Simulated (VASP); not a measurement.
# S (R-3) in VASP: further runs

Aim: see how the results for S move with the level of theory and the settings. Levels: PBEsol+D3(BJ), PBEsol+D4, PBEsol. Tasks: single point.

Everything below comes from runs of VASP 6.6.1. Logs are shortened: lines on timing, memory, paths and dates and some standing lists are left out, and cuts for length are marked.

## (1) The cell of the first run

Symmetry: R-3, No. 148, trigonal system. Conventional cell: a = 10.219 Å, b = 10.219 Å, c = 3.944 Å, α = 90.00°, β = 90.00°, γ = 120.00°. Within 2.7 Å of S (site symmetry 1) lie 2 S at 2.08 Å.

## (2) Single point, PBEsol+D3(BJ)

Input file INCAR:

```
SYSTEM = S
PREC     = Accurate       ! precision mode
ENCUT    = 520            ! plane-wave cutoff, eV
EDIFF    = 1E-6           ! SCF threshold, eV
ISMEAR   = -1             ! smearing method
SIGMA    = 0.05           ! smearing width, eV
LREAL    = .FALSE.        ! projectors in reciprocal space
LASPH    = .TRUE.         ! aspherical terms in the spheres
NELM     = 80             ! most SCF steps
ALGO     = Normal         ! electronic algorithm
ISIF     = 2              ! what is computed and relaxed
LWAVE    = .FALSE.        ! write WAVECAR
LCHARG   = .FALSE.        ! write CHGCAR
GGA      = PS             ! functional
IVDW     = 12             ! dispersion correction
NBANDS   = 27             ! bands
```

Input file KPOINTS:

```
Automatic mesh
0
G
  7 7 7
  0 0 0
```

Input file POSCAR:

```
S
1.0
    5.1093235837      2.9498693464      1.3145490354
   -5.1093235837      2.9498693464      1.3145490354
    0.0000000000     -5.8997386929      1.3145490353
S
6
Direct
    0.8417762765      0.0855065352      0.7279422936
    0.0855065352      0.7279422936      0.8417762765
    0.7279422936      0.8417762765      0.0855065352
    0.1582237235      0.9144934648      0.2720577064
    0.9144934648      0.2720577064      0.1582237235
    0.2720577064      0.1582237235      0.9144934648
```

Potentials or basis: VASP PAW PBE potentials, release 64 (S).

The run is started by

```console
$ cat potpaw_PBE.64/S/POTCAR > POTCAR
$ mpirun -np 1 vasp_std > vasp.out
```

OUTCAR:

```text
SYSTEM = S
   PREC = Accurate
   ENCUT = 520
   EDIFF = 1E-6
   ISMEAR = -1
   LREAL = .FALSE.
   LASPH = .TRUE.
   NELM = 80
   ISIF = 2
   GGA = PS
   IVDW = 12
 IVDW          = 12

 ion  position               nearest neighbor table
   1  0.842  0.086  0.728-   6 2.08   5 2.08
   2  0.086  0.728  0.842-   6 2.08   4 2.08
   3  0.728  0.842  0.086-   5 2.08   4 2.08
   4  0.158  0.914  0.272-   3 2.08   2 2.08
   5  0.914  0.272  0.158-   3 2.08   1 2.08
   6  0.272  0.158  0.914-   2 2.08   1 2.08

  LATTYP: Found a trigonal (rhomboedric) cell.
 ALAT       =     6.0444152579
 COS(alpha) =    -0.4290526376

  Lattice vectors:

 A1 = (   5.1093235837,   2.9498693464,   1.3145490354)
 A2 = (  -5.1093235837,   2.9498693464,   1.3145490354)
 A3 = (   0.0000000000,  -5.8997386929,   1.3145490353)

Analysis of symmetry for initial positions (statically):
=====================================================================
 Subroutine PRICEL returns:
 Original cell was already a primitive cell.

 Routine SETGRP: Setting up the symmetry group for a
 trigonal (rhombohedral) supercell.

 Subroutine GETGRP returns: Found  6 space group operations
 (whereof  6 operations were pure point group operations)
 out of a pool of 12 trial point group operations.

The static configuration has the point symmetry S_6 .

Analysis of symmetry for dynamics (positions and initial velocities):
=====================================================================
 Subroutine PRICEL returns:
 Original cell was already a primitive cell.

 Routine SETGRP: Setting up the symmetry group for a
 trigonal (rhombohedral) supercell.

 Subroutine GETGRP returns: Found  6 space group operations
 (whereof  6 operations were pure point group operations)
 out of a pool of 12 trial point group operations.

The dynamic configuration has the point symmetry S_6 .

 Subroutine INISYM returns: Found  6 space group operations
 (whereof  6 operations are pure point group operations),
 and found     1 'primitive' translations

----------------------------------------------------------------------------------------

                                     Primitive cell

  volume of cell :     118.8760

  direct lattice vectors                    reciprocal lattice vectors
     5.109323584  2.949869346  1.314549035     0.097860312  0.056499677  0.253572384
    -5.109323584  2.949869346  1.314549035    -0.097860312  0.056499677  0.253572384
     0.000000000 -5.899738693  1.314549035     0.000000000 -0.112999355  0.253572384

  length of vectors
     6.044415258  6.044415258  6.044415258     0.277610894  0.277610894  0.277610894

  position of ions in fractional coordinates (direct lattice)
     0.841776276  0.085506535  0.727942294
     0.085506535  0.727942294  0.841776276
     0.727942294  0.841776276  0.085506535
     0.158223724  0.914493465  0.272057706
     0.914493465  0.272057706  0.158223724
     0.272057706  0.158223724  0.914493465

  ion indices of the primitive-cell ions
   primitive index   ion index
                 1           1
                 2           2
                 3           3
                 4           4
                 5           5
                 6           6

----------------------------------------------------------------------------------------

 KPOINTS: Automatic mesh

Automatic generation of k-mesh.
 Grid dimensions read from file:
 generate k-points for:    7    7    7

 Generating k-lattice:

  Cartesian coordinates                     Fractional coordinates (reciprocal lattice)
     0.013980045  0.008071382  0.036224626     0.142857143  0.000000000  0.000000000
    -0.013980045  0.008071382  0.036224626     0.000000000  0.142857143  0.000000000
     0.000000000 -0.016142765  0.036224626    -0.000000000 -0.000000000  0.142857143

  Length of vectors
     0.039658699  0.039658699  0.039658699

  Shift w.r.t. Gamma in fractional coordinates (k-lattice)
     0.000000000  0.000000000  0.000000000

 Subroutine IBZKPT returns following result:
 ===========================================

 Found     60 irreducible k-points:

 Following reciprocal coordinates:
            Coordinates               Weight
  0.000000  0.000000  0.000000      1.000000
  0.142857 -0.000000  0.000000      6.000000
  0.285714  0.000000  0.000000      6.000000
  0.428571  0.000000  0.000000      6.000000
  0.142857  0.142857  0.000000      6.000000
  0.285714  0.142857  0.000000      6.000000
[... 16 lines left out ...]
  0.142857  0.142857  0.142857      2.000000
  0.285714  0.142857  0.142857      6.000000
 [... further k-points ...]
   k-points           NKPTS =     60   k-points in BZ     NKDIM =     60   number of bands    NBANDS=     27
   number of dos      NEDOS =    301   number of ions     NIONS =      6
   total plane-waves  NPLWV = 110592
   dimension x,y,z NGX =    48 NGY =   48 NGZ =   48
   dimension x,y,z NGXF=    96 NGYF=   96 NGZF=   96
   ions per type =               6
   NGX,Y,Z   is equivalent  to a cutoff of  13.20, 13.20, 13.20 a.u.
   NGXF,Y,Z  is equivalent  to a cutoff of  26.40, 26.40, 26.40 a.u.
 SYSTEM =  S
   PREC   = accura    normal or accurate (medium, high low for compatibility)
   ISTART =      0    job   : 0-new  1-cont  2-samecut
   ICHARG =      2    charge: 1-file 2-atom 10-const
   ISPIN  =      1    spin polarized calculation?
   LNONCOLLINEAR =      F non collinear calculations
   LSORBIT =      F    spin-orbit coupling
   LASPH  =      T    aspherical Exc in radial PAW
   ENCUT  =  520.0 eV  38.22 Ry    6.18 a.u.  11.24 11.24 11.24*2*pi/ulx,y,z
   NELM   =     80;   NELMIN=  2; NELMDL= -5     # of ELM steps
   EDIFF  = 0.1E-05   stopping-criterion for ELM
   LREAL  =      F    real-space projection
   EDIFFG = 0.1E-04   stopping-criterion for IOM
   NSW    =      0    number of steps for IOM
   IBRION =     -1    ionic relax: 0-MD 1-quasi-New 2-CG
   NFREE  =      0    steps in history (QN), initial steepest desc. (CG)
   ISIF   =      2    stress and relaxation
   ISYM   =      2    0-nonsym 1-usesym 2-fastsym
   POTIM  = 0.5000    time-step for ionic-motion
   TEBEG  =    0.0;   TEEND  =   0.0 temperature during run
   PSTRESS=    0.0 pullay stress
   NELECT =      36.0000    total number of electrons
   NUPDOWN=      -1.0000    fix difference up-down
   EMIN   =  10.00;   EMAX   =-10.00  energy-range for DOS
   EFERMI =   0.00;   METHOD = LEGACY
   ISMEAR =    -1;   SIGMA  =   0.05  broadening in eV -4-tet -1-fermi 0-gaus
   EFERMI_NEDOS =   21; number of points for ismear=-14 and -15
   IALGO  =     38    algorithm
   IMIX   =      4    mixing-type and parameters
     AMIX     =   0.40;   BMIX     =  1.00
     AMIX_MAG =   1.60;   BMIX_MAG =  1.00
  volume/ion in A,a.u.               =      19.81       133.70
  Fermi-wavevector in a.u.,A,eV,Ry     =   1.099371  2.077510 16.444225  1.208616
  Thomas-Fermi vector in A             =   2.235764
   LORBIT       =      0    0 simple, 1 ext, 2 COOP (PROOUT), +10 PAW based schemes
   GGA     = PS    functional components
   LHFCALC =     F    Hartree Fock is set to
   AEXX    =    0.0000 exact exchange contribution
   IVDW    =    12    specifies the selected vdW correction
   LEPSILON=     F    determine dielectric tensor
   LRPA    =     F    only Hartree local field effects (RPA)
 non-spin polarized calculation
  energy-cutoff  :      520.00
  volume of cell :      118.88
 maximum number of plane-waves:      3213
 NGX is ok and might be reduce to    48
   NGX = 23   NGY = 23   NGZ = 23

 number of electron      36.0000001 magnetization

 Free energy of the ion-electron system (eV)
  ---------------------------------------------------
  ext. energy  EPLUGINS =         0.00000000
  ---------------------------------------------------
  free energy    TOTEN  =       -26.00858447 eV

  energy without entropy =      -26.00858447  energy(sigma->0) =      -26.00858447

 E-fermi :   5.4568     XC(G=0):  -9.8231

 val. band max:        4.5874290058   @ k =  -0.4286   0.4286   0.4286
 cond. band min:       6.3790638295   @ k =  -0.2857   0.2857   0.1429
 fundamental gap:      1.7916348237
 Fermi energy:         5.4567847995

 k-point     1 :       0.0000    0.0000    0.0000
  band No.  band energies     occupation
      1     -12.5910      2.00000
      2     -10.2402      2.00000
      3     -10.2402      2.00000
      4      -7.4003      2.00000
      5      -7.4003      2.00000
      6      -4.6986      2.00000
[... 19 lines left out ...]
     26      11.2966      0.00000
     27      11.5989      0.00000

 k-point     2 :       0.1429   -0.0000    0.0000
  band No.  band energies     occupation
      1     -12.5126      2.00000
      2     -10.2866      2.00000
      3     -10.2410      2.00000
      4      -7.3814      2.00000
      5      -7.2942      2.00000
      6      -4.7359      2.00000
[... 19 lines left out ...]
     26      11.3847      0.00000
     27      11.5717      0.00000

 k-point     3 :       0.2857    0.0000    0.0000
  band No.  band energies     occupation
      1     -12.3181      2.00000
      2     -10.3994      2.00000
      3     -10.2430      2.00000
      4      -7.3368      2.00000
      5      -7.0453      2.00000
      6      -4.9077      2.00000
[... 19 lines left out ...]
     26      11.4826      0.00000
     27      11.9120      0.00000

 k-point     4 :       0.4286    0.0000    0.0000
  band No.  band energies     occupation
      1     -12.1360      2.00000
      2     -10.5064      2.00000
      3     -10.2447      2.00000
      4      -7.2999      2.00000
      5      -6.8275      2.00000
      6      -5.1238      2.00000
[... 19 lines left out ...]
     26      12.1843      0.00000
     27      12.5459      0.00000
[... 516 lines left out ...]
      4      -7.5775      2.00000
      5      -6.6958      2.00000
      6      -4.1713      2.00000
[... 19 lines left out ...]
     26      10.6613      0.00000
     27      11.5889      0.00000

 k-point    23 :       0.1429    0.1429    0.1429
  band No.  band energies     occupation
      1     -12.2020      2.00000
      2     -10.3096      2.00000
      3     -10.3096      2.00000
      4      -7.0699      2.00000
      5      -7.0699      2.00000
      6      -5.2432      2.00000
[... 19 lines left out ...]
     26      12.4150      0.00000
     27      12.4169      0.00000

 k-point    24 :       0.2857    0.1429    0.1429
  band No.  band energies     occupation
      1     -12.0826      2.00000
      2     -10.5124      2.00000
      3     -10.3835      2.00000
      4      -7.0871      2.00000
      5      -6.8644      2.00000
      6      -5.2380      2.00000
[... 19 lines left out ...]
     26      12.2903      0.00000
     27      12.8785      0.00000

 [... further k-points ...]

------------------------ aborting loop because EDIFF is reached ----------------------------------------

 Edisp (eV)   -1.44011

 E8    (eV) :    -0.8271

  FORCE on cell =-STRESS in cart. coord.  units (eV):
  Direction    XX          YY          ZZ          XY          YZ          ZX
  --------------------------------------------------------------------------------------
  -------------------------------------------------------------------------------------
  Total      -0.37434    -0.37434    -0.17385     0.00000     0.00000     0.00000
  in kB      -5.04526    -5.04526    -2.34312     0.00000     0.00000     0.00000
  external pressure =       -4.14 kB  Pullay stress =        0.00 kB

 VOLUME and BASIS-vectors are now :
 -----------------------------------------------------------------------------
  energy-cutoff  :      520.00
  volume of cell :      118.88
      direct lattice vectors                 reciprocal lattice vectors
     5.109323584  2.949869346  1.314549035     0.097860312  0.056499677  0.253572384
    -5.109323584  2.949869346  1.314549035    -0.097860312  0.056499677  0.253572384
     0.000000000 -5.899738693  1.314549035     0.000000000 -0.112999355  0.253572384

 POSITION                                       TOTAL-FORCE (eV/Angst)
 -----------------------------------------------------------------------------------
      3.86403     -1.55931      2.17587         0.053078     -0.062327      0.065404
     -3.28241     -2.56669      2.17587        -0.080516     -0.014804      0.065404
     -0.58161      4.12600      2.17587         0.027438      0.077131      0.065404
     -3.86403      1.55931      1.76777        -0.053078      0.062327     -0.065404
      3.28241      2.56669      1.76777         0.080516      0.014804     -0.065404
      0.58161     -4.12600      1.76777        -0.027438     -0.077131     -0.065404
 -----------------------------------------------------------------------------------
    total drift:                               -0.000000      0.000000     -0.000000

  FREE ENERGIE OF THE ION-ELECTRON SYSTEM (eV)
  ---------------------------------------------------
  free  energy   TOTEN  =       -27.4486931362 eV

  energy  without entropy=      -27.4486931319  energy(sigma->0) =      -27.44869313
```

It took 2.5 min on 1 thread of AMD EPYC 9R45 (Zen 5), shared host; peak memory 0.34 GiB.

Results:

| Item | Value |
| --- | --- |
| Free energy | -27.4487 eV |
| Pressure | -0.4 GPa |
| Largest force | 0.105 eV/Å |
| Band gap on the k mesh | 1.79 eV (least direct gap 1.83 eV) |
| Dispersion energy per atom | -0.240 eV |

Forces in eV/Å, atoms in the order of the input:
```
S    0.053 -0.062  0.065
S   -0.081 -0.015  0.065
S    0.027  0.077  0.065
S   -0.053  0.062 -0.065
S    0.081  0.015 -0.065
S   -0.027 -0.077 -0.065
```

Stress tensor (GPa, compression positive):
```
-0.50  0.00  0.00
 0.00 -0.50  0.00
 0.00  0.00 -0.23
```

Caveat: the PAW data sets were made with another functional, which shifts forces and pressure a little. A k mesh can miss the band edges.

## (3) Single point, PBEsol+D3(BJ)

This run uses another cell than the first one, of 20.08 Å³/atom.

Input file INCAR:

```
SYSTEM = S
ALGO = Normal ; EDIFF = 1E-6
ENCUT = 520 ; GGA = PS
ISIF = 2 ; ISMEAR = -1
IVDW = 12 ; LASPH = .True.
LCHARG = .False. ; LREAL = .False.
LWAVE = .False. ; NBANDS = 27
NELM = 80 ; PREC = Accurate
SIGMA = 0.05
```

Input file KPOINTS:

```
k-points
0
Gamma
  7 7 7
  0 0 0
```

Input file POSCAR:

```
S
1.0
    5.1213100044      2.9567897096      1.3261863227
   -5.1213100044      2.9567897096      1.3261863227
    0.0000000000     -5.9135794193      1.3261863226
S
6
Direct
    0.8429417966      0.0863531048      0.7294964776
    0.0863531048      0.7294964776      0.8429417966
    0.7294964776      0.8429417966      0.0863531048
    0.1570582034      0.9136468952      0.2705035224
    0.9136468952      0.2705035224      0.1570582034
    0.2705035224      0.1570582034      0.9136468952
```

Potentials or basis: VASP PAW PBE potentials, release 64 (S).

The run is started by

```console
$ cat potpaw_PBE.64/S/POTCAR > POTCAR
$ mpirun -np 1 vasp_std > vasp.out
```

It took 2.5 min on 1 thread of AMD EPYC 9R45 (Zen 5), shared host; peak memory 0.34 GiB.

It converged, with:

* Free energy: -27.4483 eV
* Pressure: -0.7 GPa
* Largest force: 0.104 eV/Å
* Band gap on the k mesh: 1.81 eV (least direct gap 1.86 eV)
* Dispersion energy per atom: -0.237 eV

Forces in eV/Å, atoms in the order of the input:
```
S    0.054 -0.063  0.064
S   -0.081 -0.015  0.064
S    0.028  0.078  0.064
S   -0.054  0.063 -0.064
S    0.081  0.015 -0.064
S   -0.028 -0.078 -0.064
```

Stress tensor (GPa, compression positive):
```
-0.75  0.00  0.00
 0.00 -0.75  0.00
 0.00  0.00 -0.48
```

Levels at points of the mesh, in eV from the valence-band top:
| k point | band 15 | band 16 | band 17 | band 18 | band 19 | band 20 | band 21 | band 22 |
| --- | --- | --- | --- | --- | --- | --- | --- | --- |
| (0.00, 0.00, 0.00) | -1.08 | -1.08 | -0.84 | -0.84 | 2.29 | 2.29 | 3.22 | 3.22 |

Caveat: three body term missing; the PAW data sets were made with another functional, which shifts forces and pressure a little.

## (4) Single point, PBEsol+D4

This run uses another cell than the first one, of 20.41 Å³/atom.

Input file INCAR:

```
PREC = Accurate ; ENCUT = 520
EDIFF = 1E-6 ; ISMEAR = -1
SIGMA = 0.05 ; LREAL = False
LASPH = True ; NELM = 60
ALGO = Normal ; ISIF = 2
LWAVE = False ; LCHARG = False
GGA = PS ; IVDW = 13
NBANDS = 27
```

Input file KPOINTS:

```
regular mesh
0
Gamma
  7 7 7
```

Input file POSCAR:

```
S
1.0
    5.1349358698      2.9646566067      1.3406887267
   -5.1349358698      2.9646566067      1.3406887267
    0.0000000000     -5.9293132134      1.3406887266
S
6
Direct
    0.8442294378      0.0872374042      0.7312754095
    0.0872374042      0.7312754095      0.8442294378
    0.7312754095      0.8442294378      0.0872374042
    0.1557705622      0.9127625958      0.2687245905
    0.9127625958      0.2687245905      0.1557705622
    0.2687245905      0.1557705622      0.9127625958
```

The run is started by

```console
$ cat potpaw_PBE.64/S/POTCAR > POTCAR
$ mpirun -np 1 vasp_std > vasp.out
```

Wall time 2.5 min (1 thread of AMD EPYC 9R45 (Zen 5), shared host); peak memory 0.34 GiB.

Results (log left out):

| Property | Result |
| --- | --- |
| Free energy | -27.1364 eV |
| Pressure | -0.4 GPa |
| Largest force | 0.104 eV/Å |
| Band gap on the k mesh | 1.84 eV (least direct gap 1.89 eV) |
| Dispersion energy per atom | -0.181 eV |

Forces in eV/Å, atoms in the order of the input:
```
S    0.053 -0.061  0.065
S   -0.080 -0.015  0.065
S    0.027  0.077  0.065
S   -0.053  0.061 -0.065
S    0.080  0.015 -0.065
S   -0.027 -0.077 -0.065
```

Stress tensor (GPa, compression positive):
```
-0.49  0.00  0.00
 0.00 -0.49  0.00
 0.00  0.00 -0.24
```

Levels at points of the mesh, in eV from the valence-band top:
```tsv
k point	band 16	band 17	band 18	band 19	band 20	band 21
(0.00, 0.00, 0.00)	-1.05	-0.82	-0.82	2.31	2.31	3.24
```

Caveat: the PAW data sets were made with another functional, which shifts forces and pressure a little. Expect the measured gap to be larger: semilocal functionals such as PBEsol lack the derivative discontinuity.

## (5) Single point, PBEsol

This run uses another cell than the first one, of 22.87 Å³/atom.

Input file INCAR:

```
SYSTEM = S
ALGO = Normal
EDIFF = 1E-6
ENCUT = 520
GGA = PS
ISIF = 2
ISMEAR = -1
LASPH = .TRUE.
LCHARG = .FALSE.
LREAL = .FALSE.
LWAVE = .FALSE.
NBANDS = 27
NELM = 80
PREC = Accurate
SIGMA = 0.05
```

Input file KPOINTS:

```
k-points
0
G
  7 7 7
  0 0 0
```

Input file POSCAR:

```
S
1.0
    5.2085559089      3.0071611561      1.4602412955
   -5.2085559089      3.0071611561      1.4602412955
    0.0000000000     -6.0143223122      1.4602412954
S
6
Direct
    0.8538603624      0.0945887289      0.7434886907
    0.0945887289      0.7434886907      0.8538603624
    0.7434886907      0.8538603624      0.0945887289
    0.1461396376      0.9054112711      0.2565113093
    0.9054112711      0.2565113093      0.1461396376
    0.2565113093      0.1461396376      0.9054112711
```

The run is started by

```console
$ cat potpaw_PBE.64/S/POTCAR > POTCAR
$ mpirun -np 1 vasp_std > vasp.out
```

Run time: 2.7 min. Hardware: 1 thread of AMD EPYC 9R45 (Zen 5), shared host; peak memory 0.35 GiB.

It converged, with:

| Quantity | Value |
| --- | --- |
| Free energy | -26.1051 eV |
| Pressure | -0.4 GPa |
| Largest force | 0.099 eV/Å |
| Band gap on the k mesh | 2.09 eV (least direct gap 2.16 eV) |

Forces in eV/Å, atoms in the order of the input:
```
S    0.050 -0.058  0.062
S   -0.076 -0.014  0.062
S    0.025  0.073  0.062
S   -0.050  0.058 -0.062
S    0.076  0.014 -0.062
S   -0.025 -0.073 -0.062
```

Stress tensor (GPa, compression positive):
```
-0.47  0.00  0.00
 0.00 -0.47  0.00
 0.00  0.00 -0.21
```

Levels at points of the mesh, in eV from the valence-band top:
| k point | band 14 | band 15 | band 16 | band 17 | band 18 | band 19 | band 20 | band 21 | band 22 | band 23 |
| --- | --- | --- | --- | --- | --- | --- | --- | --- | --- | --- |
| (0.00, 0.00, 0.00) | -1.10 | -0.85 | -0.85 | -0.64 | -0.64 | 2.52 | 2.52 | 3.49 | 3.49 | 3.75 |

Caveat: this functional lacks dispersion, which holds the molecules together, so the pressure and a relaxed volume are unreliable; the PAW data sets were made with another functional, which shifts forces and pressure a little. A k mesh can miss the band edges.

[end of part 1 of 2]
